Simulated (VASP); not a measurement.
Be16I: single point with PBEsol

The system is Be16I, a slab with vacuum.

```
Be I
1.0
     4.58000    0.00000    0.00000
     2.29000    3.96640    0.00000
     0.00000    0.00000   17.38265
Be I
16 1
Direct
  0.83333 0.33333 0.05753
  0.33333 0.33333 0.05753
  0.83333 0.83333 0.05753
  0.33333 0.83333 0.05753
  0.00081 0.00138 0.16008
  0.49916 0.00039 0.15974
  0.00078 0.49781 0.16007
  0.50013 0.49992 0.16009
  0.83550 0.33225 0.26373
  0.33170 0.33036 0.26199
  0.83392 0.83304 0.26117
  0.33171 0.83789 0.26202
  0.00229 0.99091 0.36662
  0.50183 0.99910 0.36195
  0.00234 0.50671 0.36662
  0.49508 0.50240 0.35953
  0.01402 0.24294 0.49229
```

```
Program                : VASP 6.6.1
Task                   : single point
Functional             : PBEsol
Potentials or basis    : VASP PAW PBE potentials, release 64 (Be, I)
Cutoff                 : 520 eV
k mesh                 : 4 × 4 × 1
Occupations            : gaussian, width 0.15 eV
Spin                   : no spin polarisation
Dipole correction      : no
Further INCAR settings : LREAL = Auto; ALGO = Normal; EDIFF = 1e-06; NBANDS = 34
```

The largest force is 0.044 eV/Å.

Forces in eV/Å, atoms in the order of the input:
```
Be   0.029 -0.017 -0.028
Be  -0.018  0.019 -0.007
Be   0.014 -0.008 -0.015
Be  -0.026  0.006 -0.007
Be   0.000  0.001  0.002
Be   0.001  0.000  0.003
Be   0.000  0.000  0.004
Be   0.000  0.000  0.004
Be   0.001 -0.001 -0.004
Be   0.000  0.002 -0.005
Be   0.002 -0.002  0.002
Be  -0.002 -0.001 -0.007
Be   0.000  0.001  0.006
Be  -0.001 -0.001  0.017
Be  -0.002  0.001  0.005
Be   0.003 -0.001  0.015
I   -0.001  0.000  0.013
```

Levels at points of the mesh, in eV from the Fermi level:
```
           k point  band 17  band 18  band 19  band 20  band 21  band 22  band 23  band 24
(0.00, 0.00, 0.00)    -1.71    -1.66    -1.65    -1.53    -0.03     2.59     2.71     2.75
(0.50, 0.00, 0.00)    -0.97    -0.57     0.42     0.55     0.90     1.97     2.70     2.82
(0.50, 0.50, 0.00)    -0.94    -0.60     0.46     0.59     0.86     1.79     2.75     2.79
(0.00, 0.50, 0.00)    -0.94    -0.60     0.46     0.59     0.86     1.79     2.75     2.79
```

Wall time 5.8 min on 1 thread of Intel Xeon 6975P-C, with other jobs on the host, peak memory 0.44 GiB.

Caveat: the k points lie up to 0.40 Å⁻¹ apart; the PAW data sets were made with another functional, which shifts forces and pressure a little; spin-orbit coupling is left out, which moves the levels of the heavy elements; an odd number of electrons without spin polarisation forces a metal; a magnetic or distorted state may lie lower.
